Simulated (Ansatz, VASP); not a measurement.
One calculation of Ir, two programs

```
Ir
1.0
     2.75138    0.00000    0.00000
    -1.37569    2.38276    0.00000
     0.00000    0.00000    4.46229
Ir
2
Direct
  0.66667 0.33333 0.75000
  0.33333 0.66667 0.25000
```

Alike in both runs: task single point; functional PBEsol; k mesh 6 × 6 × 3; occupations fermi-dirac, width 0.05 eV; no spin polarisation.

|  | VASP | Ansatz |
| --- | --- | --- |
| version | VASP 6.6.1 | Ansatz 0.2.0 |
| potentials or method | VASP PAW PBE potentials, release 64 (Ir) | plane waves, PAW |
| plane-wave cutoff (eV) | 520 | 420 |
| valence electrons in the cell | 18 | 34 |

```tsv
	VASP	Ansatz	Ansatz less VASP
gap on the k mesh at the Fermi level (eV)	none	none	-
pressure (GPa)	-11.5	-12.2	-0.71
traceless stress, the component that is largest in VASP (GPa)	-7.40	-7.55	-0.147
```

VASP's potentials were made for PBE, not for PBEsol. A gap of «none» marks a metal or a gap that the smearing closes. VASP's potentials hold 18 valence electrons a cell and Ansatz's 34, so a difference there can come from the potentials and not from the codes.

The k mesh is coarse, so the values compare programs but aren't converged. Neither program's run includes spin-orbit coupling.
